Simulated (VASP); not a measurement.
Input of a VASP 6.6.1 run:

Contents of INCAR:

```
ALGO     = Normal         # electronic algorithm
EDIFF    = 1E-6           # SCF threshold, eV
ENCUT    = 520            # plane-wave cutoff, eV
GGA      = PS             # functional
ISIF     = 2              # what is computed and relaxed
ISMEAR   = -1             # smearing method
LASPH    = T              # aspherical terms in the spheres
LCHARG   = F              # write CHGCAR
LREAL    = F              # projectors in reciprocal space
LWAVE    = F              # write WAVECAR
NBANDS   = 17             # bands
NELM     = 100            # most SCF steps
PREC     = Accurate       # precision mode
SIGMA    = 0.03           # smearing width, eV
```

The input KPOINTS:

```
k-points
0
Gamma
  6 6 6
```

File POSCAR:

```
SnO
1.0
    3.0834211944      0.0000000000      0.0000000000
    0.0000000000      3.0834211944      0.0000000000
    0.0000000000      0.0000000000      3.0834211944
Sn O
1 1
Direct
    0.0000000000      0.0000000000      0.0000000000
    0.5000000000      0.5000000000      0.5000000000
```

Potentials or basis: VASP PAW PBE potentials, release 64 (Sn_d, O).

Command:

```bash
$ cat potpaw_PBE.64/Sn_d/POTCAR potpaw_PBE.64/O/POTCAR > POTCAR
$ mpirun -np 1 vasp_std > vasp.out
```

(1) Predict the pressure.

(2) Estimate the band gap on the k mesh.

## Answers

(1) 0.0 GPa.

(2) 0.09 eV, indirect (least direct gap 0.85 eV).

Caveat: the PAW data sets were made with another functional, which shifts forces and pressure a little; spin-orbit coupling is left out, which moves the levels of the heavy elements.
